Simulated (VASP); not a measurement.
# CoPdO2 (R-3m) in VASP: settings compared

Aim: see how the results for CoPdO2 move with the level of theory and the settings. Levels: PBE, PBEsol. Tasks: single point.

Program: VASP 6.6.1. These are calculated values, not measurements. Logs are shortened: lines on timing, memory, paths and dates and some standing lists are left out, and cuts for length are marked.

## Step 1: The cell of the first run

It takes space group R-3m (No. 166, trigonal). Conventional cell: a = 2.901 Å, b = 2.901 Å, c = 18.109 Å, α = 90.00°, β = 90.00°, γ = 120.00°. Within 2.7 Å of Pd (site symmetry -3m) lie 2 O at 2.04 Å. Within 2.6 Å of Co (site symmetry -3m) lie 6 O at 1.94 Å. O (site symmetry 3m) has 3 Co at 1.94 Å and 1 Pd at 2.04 Å and 3 O at 2.58 Å within 2.6 Å.

## Step 2: Single point, PBE, collinear spin, ferromagnetic start

INCAR

```
PREC = Accurate ; ENCUT = 520
EDIFF = 1E-7 ; ISMEAR = -1
SIGMA = 0.05 ; LREAL = False
LASPH = True ; NELM = 150
ALGO = Normal ; ISIF = 2
LWAVE = False ; LCHARG = False
ISPIN = 2 ; MAGMOM = 0 2 0 0
LORBIT = 11 ; LMAXMIX = 4
GGA = PE ; NBANDS = 28
```

KPOINTS

```
regular mesh
0
Gamma
  11 11 11
```

POSCAR

```
CoPdO2
1.0
    1.4505300930      0.8374639396      6.0361722983
   -1.4505300930      0.8374639396      6.0361722983
    0.0000000000     -1.6749278793      6.0361722983
Pd Co O
1 1 2
Direct
    0.0000000000      0.0000000000      0.0000000000
    0.5000000000      0.5000000000      0.5000000000
    0.1124760000      0.1124760000      0.1124760000
    0.8875240000      0.8875240000      0.8875240000
```

Potentials or basis: VASP PAW PBE potentials, release 64 (Pd, Co, O).

Command:

```
$ cat potpaw_PBE.64/Pd/POTCAR potpaw_PBE.64/Co/POTCAR potpaw_PBE.64/O/POTCAR > POTCAR
$ mpirun -np 1 vasp_std > vasp.out
```

OUTCAR:

```text
PREC = Accurate
   ENCUT = 520
   EDIFF = 1E-7
   ISMEAR = -1
   LREAL = False
   LASPH = True
   NELM = 150
   ISIF = 2
   ISPIN = 2
   LORBIT = 11
   GGA = PE

 ion  position               nearest neighbor table
   1  0.000  0.000  0.000-   3 2.04   4 2.04
   2  0.500  0.500  0.500-   3 1.94   4 1.94   3 1.94   3 1.94   4 1.94   4 1.94
   3  0.112  0.112  0.112-   2 1.94   2 1.94   2 1.94   1 2.04
   4  0.888  0.888  0.888-   2 1.94   2 1.94   2 1.94   1 2.04

  LATTYP: Found a trigonal (rhomboedric) cell.
 ALAT       =     6.2642445207
 COS(alpha) =     0.8927626487

  Lattice vectors:

 A1 = (   1.4505300930,   0.8374639396,   6.0361722983)
 A2 = (  -1.4505300930,   0.8374639396,   6.0361722983)
 A3 = (   0.0000000000,  -1.6749278793,   6.0361722983)

Analysis of symmetry for initial positions (statically):
=====================================================================
 Subroutine PRICEL returns:
 Original cell was already a primitive cell.

 Routine SETGRP: Setting up the symmetry group for a
 trigonal (rhombohedral) supercell.

 Subroutine GETGRP returns: Found 12 space group operations
 (whereof 12 operations were pure point group operations)
 out of a pool of 12 trial point group operations.

The static configuration has the point symmetry D_3d.

Analysis of symmetry for dynamics (positions and initial velocities):
=====================================================================
 Subroutine PRICEL returns:
 Original cell was already a primitive cell.

 Routine SETGRP: Setting up the symmetry group for a
 trigonal (rhombohedral) supercell.

 Subroutine GETGRP returns: Found 12 space group operations
 (whereof 12 operations were pure point group operations)
 out of a pool of 12 trial point group operations.

The dynamic configuration has the point symmetry D_3d.

Analysis of structural, dynamic, and magnetic symmetry:
=====================================================================
 Subroutine PRICEL returns:
 Original cell was already a primitive cell.

 Routine SETGRP: Setting up the symmetry group for a
 trigonal (rhombohedral) supercell.

 Subroutine GETGRP returns: Found 12 space group operations
 (whereof 12 operations were pure point group operations)
 out of a pool of 12 trial point group operations.

The overall configuration has the point symmetry D_3d.

 Subroutine INISYM returns: Found 12 space group operations
 (whereof 12 operations are pure point group operations),
 and found     1 'primitive' translations

----------------------------------------------------------------------------------------

                                     Primitive cell

  volume of cell :      43.9952

  direct lattice vectors                    reciprocal lattice vectors
     1.450530093  0.837463940  6.036172298     0.344701570  0.199013544  0.055222634
    -1.450530093  0.837463940  6.036172298    -0.344701570  0.199013544  0.055222634
     0.000000000 -1.674927879  6.036172298     0.000000000 -0.398027088  0.055222634

  length of vectors
     6.264244521  6.264244521  6.264244521     0.401839647  0.401839647  0.401839647

  position of ions in fractional coordinates (direct lattice)
     0.000000000  0.000000000  0.000000000
     0.500000000  0.500000000  0.500000000
     0.112476000  0.112476000  0.112476000
     0.887524000  0.887524000  0.887524000

  ion indices of the primitive-cell ions
   primitive index   ion index
                 1           1
                 2           2
                 3           3
                 4           4

----------------------------------------------------------------------------------------

 KPOINTS: regular mesh

Automatic generation of k-mesh.
 Grid dimensions read from file:
 generate k-points for:   11   11   11

 Generating k-lattice:

  Cartesian coordinates                     Fractional coordinates (reciprocal lattice)
     0.031336506  0.018092140  0.005020239     0.090909091  0.000000000  0.000000000
    -0.031336506  0.018092140  0.005020239     0.000000000  0.090909091  0.000000000
     0.000000000 -0.036184281  0.005020239     0.000000000  0.000000000  0.090909091

  Length of vectors
     0.036530877  0.036530877  0.036530877

  Shift w.r.t. Gamma in fractional coordinates (k-lattice)
     0.000000000  0.000000000  0.000000000

 Subroutine IBZKPT returns following result:
 ===========================================

 Found    146 irreducible k-points:

 Following reciprocal coordinates:
            Coordinates               Weight
  0.000000  0.000000  0.000000      1.000000
  0.090909  0.000000  0.000000      6.000000
  0.181818 -0.000000 -0.000000      6.000000
  0.272727  0.000000 -0.000000      6.000000
  0.363636  0.000000  0.000000      6.000000
  0.454545  0.000000  0.000000      6.000000
[... 16 lines left out ...]
 -0.272727  0.181818  0.000000     12.000000
 -0.181818  0.181818  0.000000      6.000000
 [... further k-points ...]
   k-points           NKPTS =    146   k-points in BZ     NKDIM =    146   number of bands    NBANDS=     28
   number of dos      NEDOS =    301   number of ions     NIONS =      4
   total plane-waves  NPLWV = 110592
   dimension x,y,z NGX =    48 NGY =   48 NGZ =   48
   dimension x,y,z NGXF=    96 NGYF=   96 NGZF=   96
   ions per type =               1   1   2
   NGX,Y,Z   is equivalent  to a cutoff of  12.74, 12.74, 12.74 a.u.
   NGXF,Y,Z  is equivalent  to a cutoff of  25.48, 25.48, 25.48 a.u.
 SYSTEM =  unknown system
   PREC   = accura    normal or accurate (medium, high low for compatibility)
   ISTART =      0    job   : 0-new  1-cont  2-samecut
   ICHARG =      2    charge: 1-file 2-atom 10-const
   ISPIN  =      2    spin polarized calculation?
   LNONCOLLINEAR =      F non collinear calculations
   LSORBIT =      F    spin-orbit coupling
   LASPH  =      T    aspherical Exc in radial PAW
   ENCUT  =  520.0 eV  38.22 Ry    6.18 a.u.  11.65 11.65 11.65*2*pi/ulx,y,z
   NELM   =    150;   NELMIN=  2; NELMDL= -5     # of ELM steps
   EDIFF  = 0.1E-06   stopping-criterion for ELM
   LREAL  =      F    real-space projection
   EDIFFG = 0.1E-05   stopping-criterion for IOM
   NSW    =      0    number of steps for IOM
   IBRION =     -1    ionic relax: 0-MD 1-quasi-New 2-CG
   NFREE  =      0    steps in history (QN), initial steepest desc. (CG)
   ISIF   =      2    stress and relaxation
   ISYM   =      2    0-nonsym 1-usesym 2-fastsym
   POTIM  = 0.5000    time-step for ionic-motion
   TEBEG  =    0.0;   TEEND  =   0.0 temperature during run
   PSTRESS=    0.0 pullay stress
   NELECT =      31.0000    total number of electrons
   NUPDOWN=      -1.0000    fix difference up-down
   EMIN   =  10.00;   EMAX   =-10.00  energy-range for DOS
   EFERMI =   0.00;   METHOD = LEGACY
   ISMEAR =    -1;   SIGMA  =   0.05  broadening in eV -4-tet -1-fermi 0-gaus
   EFERMI_NEDOS =   21; number of points for ismear=-14 and -15
   IALGO  =     38    algorithm
   IMIX   =      4    mixing-type and parameters
     AMIX     =   0.40;   BMIX     =  1.00
     AMIX_MAG =   1.60;   BMIX_MAG =  1.00
  volume/ion in A,a.u.               =      11.00        74.22
  Fermi-wavevector in a.u.,A,eV,Ry     =   1.456778  2.752912 28.874328  2.122203
  Thomas-Fermi vector in A             =   2.573657
   LORBIT       =     11    0 simple, 1 ext, 2 COOP (PROOUT), +10 PAW based schemes
   GGA     = PE    functional components
   LHFCALC =     F    Hartree Fock is set to
   AEXX    =    0.0000 exact exchange contribution
   IVDW    =     0    specifies the selected vdW correction
   LEPSILON=     F    determine dielectric tensor
   LRPA    =     F    only Hartree local field effects (RPA)
 spin polarized calculation
  energy-cutoff  :      520.00
  volume of cell :       44.00
 maximum number of plane-waves:      1211
   NGX = 23   NGY = 23   NGZ = 23

 number of electron      30.9999996 magnetization       0.0000242

 number of electron      30.9999996 magnetization      -0.0000039

 Free energy of the ion-electron system (eV)
  ---------------------------------------------------
  ext. energy  EPLUGINS =         0.00000000
  ---------------------------------------------------
  free energy    TOTEN  =       -25.56312212 eV

  energy without entropy =      -25.55969692  energy(sigma->0) =      -25.56140952

 E-fermi :   6.7634     XC(G=0): -12.0786

 val. band max:        6.6274595379   @ k =  -0.1818   0.1818   0.0000
 cond. band min:       6.9062050255   @ k =   0.4545   0.4545   0.0000
 fundamental gap:      0.2787454877
 Fermi energy:         6.7634431932

 spin component 1

 k-point     1 :       0.0000    0.0000    0.0000
  band No.  band energies     occupation
      1     -13.5158      1.00000
      2     -11.8342      1.00000
      3      -1.0880      1.00000
      4       1.2464      1.00000
      5       1.2464      1.00000
      6       2.2493      1.00000
[... 19 lines left out ...]
     26      25.5784      0.00000
     27      28.0077      0.00000
[... 667 lines left out ...]
      5       1.2563      1.00000
      6       1.6784      1.00000
[... 19 lines left out ...]
     26      24.2999      0.00000
     27      24.9946      0.00000

 [... further k-points ...]

 spin component 2

 k-point     1 :       0.0000    0.0000    0.0000
  band No.  band energies     occupation
      1     -13.5159      1.00000
      2     -11.8342      1.00000
      3      -1.0880      1.00000
      4       1.2464      1.00000
      5       1.2464      1.00000
      6       2.2493      1.00000
[... 19 lines left out ...]
     26      25.5784      0.00000
     27      28.0078      0.00000
[... 667 lines left out ...]
      5       1.2563      1.00000
      6       1.6784      1.00000
[... 19 lines left out ...]
     26      24.2999      0.00000
     27      24.9946      0.00000

 [... further k-points ...]

 [bands above 27 left out]

------------------------ aborting loop because EDIFF is reached ----------------------------------------

  FORCE on cell =-STRESS in cart. coord.  units (eV):
  Direction    XX          YY          ZZ          XY          YZ          ZX
  --------------------------------------------------------------------------------------
  -------------------------------------------------------------------------------------
  Total       -2.0858375     -2.0858375     -2.7874920     -0.0000000      0.0000000      0.0000000
  in kB      -75.9600623    -75.9600623   -101.5122552     -0.0000000      0.0000000      0.0000000
  external PRESSURE =     -84.4774599 kB  Pullay stress =       0.0000000 kB

 VOLUME and BASIS-vectors are now :
 -----------------------------------------------------------------------------
  energy-cutoff  :      520.00
  volume of cell :       44.00
      direct lattice vectors                 reciprocal lattice vectors
     1.450530093  0.837463940  6.036172298     0.344701570  0.199013544  0.055222634
    -1.450530093  0.837463940  6.036172298    -0.344701570  0.199013544  0.055222634
     0.000000000 -1.674927879  6.036172298     0.000000000 -0.398027088  0.055222634

 POSITION                                       TOTAL-FORCE (eV/Angst)
 -----------------------------------------------------------------------------------
      0.00000      0.00000      0.00000         0.000000      0.000000      0.000000
      0.00000     -0.00000      9.05426         0.000000      0.000000      0.000000
      0.00000     -0.00000      2.03677         0.000000     -0.000000      0.223941
      0.00000     -0.00000     16.07174         0.000000      0.000000     -0.223941
 -----------------------------------------------------------------------------------
    total drift:                                0.000000      0.000000     -0.000000

  FREE ENERGIE OF THE ION-ELECTRON SYSTEM (eV)
  ---------------------------------------------------
  free  energy   TOTEN  =       -25.5631221159 eV

  energy  without entropy=      -25.5596969193  energy(sigma->0) =      -25.56140952

 total charge

# of ion       s       p       d       tot
------------------------------------------
    1        0.445   0.408   8.424   9.277
    2        0.399   0.587   7.263   8.250
    3        1.559   3.404   0.000   4.964
    4        1.559   3.404   0.000   4.964
--------------------------------------------------
tot          3.963   7.802  15.688  27.454

 magnetization (x)

# of ion       s       p       d       tot
------------------------------------------
    1        0.000   0.000  -0.000   0.000
    2       -0.000   0.000  -0.000  -0.000
    3       -0.000  -0.000   0.000  -0.000
    4       -0.000  -0.000   0.000  -0.000
--------------------------------------------------
tot         -0.000   0.000  -0.000  -0.000
```

Run time: 27 min. Hardware: 1 thread of Intel Xeon Platinum 8259CL at 2.50GHz (Skylake/Cascade Lake), shared host; peak memory 0.61 GiB.

Results:

```yaml
Free_energy: -25.5631 eV
Pressure: -8.4 GPa
Largest_force: 0.224 eV/Å
Net_moment: 0.00 μB per cell
Valence_electrons_inside_the_program's_atomic_spheres: Pd 9.28; Co 8.25; O 4.96
```

Forces in eV/Å, atoms in the order of the input:
```
Pd   0.000  0.000  0.000
Co   0.000  0.000  0.000
O    0.000  0.000  0.224
O    0.000  0.000 -0.224
```

Caveat: the cell stands under tension; semilocal functionals often make such compounds metallic where correlation or magnetic order opens a gap, which also shifts bond lengths. With open d or f shells a metallic result of PBE can be an artefact of self-interaction; +U or a hybrid may open a gap.

## Step 3: Single point, PBE, collinear spin, ferromagnetic start

This run uses another cell than the first one, of 11.21 Å³/atom.

INCAR

```
SYSTEM = CoPdO2
ALGO = Normal ; EDIFF = 1E-7
ENCUT = 520 ; GGA = PE
ISIF = 2 ; ISMEAR = -1
ISPIN = 2 ; LASPH = .True.
LCHARG = .False. ; LMAXMIX = 4
LORBIT = 11 ; LREAL = .False.
LWAVE = .False. ; MAGMOM = 0 2 0 0
NBANDS = 28 ; NELM = 150
PREC = Accurate ; SIGMA = 0.05
```

KPOINTS

```
k-points
0
Gamma
  11 11 11
  0 0 0
```

POSCAR

```
CoPdO2
1.0
    1.4597693873      0.8427982487      6.0746202923
   -1.4597693873      0.8427982487      6.0746202923
    0.0000000000     -1.6855964974      6.0746202923
Pd Co O
1 1 2
Direct
    0.0000000000      0.0000000000      0.0000000000
    0.5000000000      0.5000000000      0.5000000000
    0.1124760000      0.1124760000      0.1124760000
    0.8875240000      0.8875240000      0.8875240000
```

Potentials or basis: VASP PAW PBE potentials, release 64 (Pd, Co, O).

Command:

```
$ cat potpaw_PBE.64/Pd/POTCAR potpaw_PBE.64/Co/POTCAR potpaw_PBE.64/O/POTCAR > POTCAR
$ mpirun -np 1 vasp_std > vasp.out
```

Wall time 33 min (1 thread of Intel Xeon Platinum 8259CL at 2.50GHz (Skylake/Cascade Lake), shared host); peak memory 0.61 GiB.

The run converged. Its results:

```
Free energy                                           : -25.5112 eV
Pressure                                              : -11.5 GPa
Largest force                                         : 0.282 eV/Å
Net moment                                            : 0.00 μB per cell
Valence electrons inside the program's atomic spheres : Pd 9.24; Co 8.20; O 4.95
```

Forces on the atoms (eV/Å):
```
Pd   0.000  0.000  0.000
Co   0.000  0.000  0.000
O    0.000  0.000  0.282
O    0.000  0.000 -0.282
```

Stress tensor (GPa, compression positive):
```
-10.38   0.00   0.00
  0.00 -10.38   0.00
  0.00   0.00 -13.82
```

Levels at points of the mesh, in eV from the Fermi level:
Spin up:
```tsv
k point	band 13	band 14	band 15	band 16	band 17	band 18	band 19	band 20
(0.00, 0.00, 0.00)	-1.41	-1.20	-1.20	-0.79	1.98	1.98	2.68	6.47
```
Spin down:
| k point | band 14 | band 15 | band 16 | band 17 | band 18 | band 19 |
| --- | --- | --- | --- | --- | --- | --- |
| (0.00, 0.00, 0.00) | -1.20 | -1.20 | -0.79 | 1.98 | 1.98 | 2.68 |

Caveat: the cell stands under tension; semilocal functionals often make such compounds metallic where correlation or magnetic order opens a gap, which also shifts bond lengths.

## Step 4: Single point, PBE, collinear spin, ferromagnetic start

This run uses another cell than the first one, of 9.94 Å³/atom.

INCAR

```
ALGO = Normal
EDIFF = 1E-7
ENCUT = 520
GGA = PE
ISIF = 2
ISMEAR = -1
ISPIN = 2
LASPH = T
LCHARG = T
LELF = T
LMAXMIX = 4
LORBIT = 11
LREAL = F
LVHAR = T
LWAVE = F
MAGMOM = 0 2 0 0
NBANDS = 28
NELM = 150
PREC = Accurate
SIGMA = 0.05
```

KPOINTS

```
k-points
0
Gamma
  11 11 11
```

POSCAR

```
CoPdO2
1.0
    1.4024635453      0.8097127054      5.8361502750
   -1.4024635453      0.8097127054      5.8361502750
    0.0000000000     -1.6194254107      5.8361502750
Pd Co O
1 1 2
Direct
    0.0000000000      0.0000000000      0.0000000000
    0.5000000000      0.5000000000      0.5000000000
    0.1124760000      0.1124760000      0.1124760000
    0.8875240000      0.8875240000      0.8875240000
```

Command:

```
$ cat potpaw_PBE.64/Pd/POTCAR potpaw_PBE.64/Co/POTCAR potpaw_PBE.64/O/POTCAR > POTCAR
$ mpirun -np 1 vasp_std > vasp.out
```

It took 24 min on 1 thread of AMD EPYC 7R13 (Zen 3), shared host; peak memory 0.56 GiB.

The run converged. Its results:

```yaml
Free_energy: -25.5152 eV
Pressure: 13.9 GPa
Largest_force: 0.132 eV/Å
Net_moment: 0.00 μB per cell
Valence_electrons_inside_the_program's_atomic_spheres: Pd 9.49; Co 8.55; O 5.03
```

Forces on the atoms (eV/Å):
```
Pd   0.000  0.000  0.000
Co   0.000  0.000  0.000
O    0.000  0.000 -0.132
O    0.000  0.000  0.132
```

Stress tensor (GPa, compression positive):
```
12.59  0.00  0.00
 0.00 12.59  0.00
 0.00  0.00 16.50
```

Levels at points of the mesh, in eV from the Fermi level:
Spin up:
| k point | band 12 | band 13 | band 14 | band 15 | band 16 | band 17 | band 18 | band 19 | band 20 | band 21 |
| --- | --- | --- | --- | --- | --- | --- | --- | --- | --- | --- |
| (0.00, 0.00, 0.00) | -1.67 | -1.67 | -1.40 | -1.40 | -0.91 | 2.34 | 2.34 | 3.35 | 6.65 | 9.93 |
Spin down:
| k point | band 12 | band 13 | band 14 | band 15 | band 16 | band 17 | band 18 | band 19 | band 20 | band 21 |
| --- | --- | --- | --- | --- | --- | --- | --- | --- | --- | --- |
| (0.00, 0.00, 0.00) | -1.67 | -1.67 | -1.40 | -1.40 | -0.91 | 2.34 | 2.34 | 3.35 | 6.65 | 9.93 |

Caveat: the cell stands under pressure; semilocal functionals often make such compounds metallic where correlation or magnetic order opens a gap, which also shifts bond lengths. With open d or f shells a metallic result of PBE can be an artefact of self-interaction; +U or a hybrid may open a gap.

[end of part 1 of 2]
